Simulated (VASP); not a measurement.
Runs of VASP 6.6.1 on Si. The structure is that of space group I4/mmm (No. 139), or close to it. The cells are those of the table. 

```tsv
cell	gap on the mesh (eV)	pressure (GPa)
a = 2.643 Å, angles 104.0, 104.0, 121.0°, 1 atom	none	5.2
a = 2.633 Å, angles 103.7, 103.7, 121.8°, 1 atom	none	(b)
a = 2.663 Å, angles 104.7, 104.7, 119.6°, 1 atom	none	2.0
a = 2.653 Å, angles 104.3, 104.3, 120.3°, 1 atom	none	(a)
a = 2.673 Å, angles 105.0, 105.0, 118.8°, 1 atom	none	0.5
```

Alike in all rows: task single point; level PBE; potentials or basis VASP PAW PBE potentials, release 64 (Si); no spin polarisation; k mesh 17 × 17 × 17; cutoff (eV) 500; smearing fermi-dirac 0.1 eV.

Problem. Estimate the missing entries.

Solution. (a) 3.5; (b) 7.1.

Caveats: the cell stands under pressure (at least some runs).

A gap of «none» marks levels without a gap at the run's occupations.
